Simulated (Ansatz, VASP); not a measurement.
## Sr: VASP beside Ansatz

```
Sr
1.0
    14.00000    0.00000    0.00000
     0.00000   14.40000    0.00000
     0.00000    0.00000   14.80000
Sr
1
Cartesian
  7.0000 7.2000 7.4000
```

Alike in both runs: task single point; functional r2SCAN; k mesh 1 × 1 × 1; occupations fermi-dirac, width 0.01 eV; collinear spin.

|  | VASP | Ansatz |
| --- | --- | --- |
| version | VASP 6.6.1 | Ansatz 0.2.0 |
| potentials or method | VASP PAW PBE potentials, release 64 (Sr_sv), cutoff 520 eV | plane waves (500 eV) with PAW, scalar-relativistic |
| valence electrons in the cell | 10 | 10 |

```tsv
	VASP	Ansatz	Ansatz less VASP
gap on the k mesh at the Fermi level (eV)	2.38	2.38	-0.002
net moment per atom (μB)	0.00	0.00	-0.001
```

VASP's potentials were made for PBE, not for r2SCAN. Ansatz's warnings: seeded moment not kept, stability check not made.
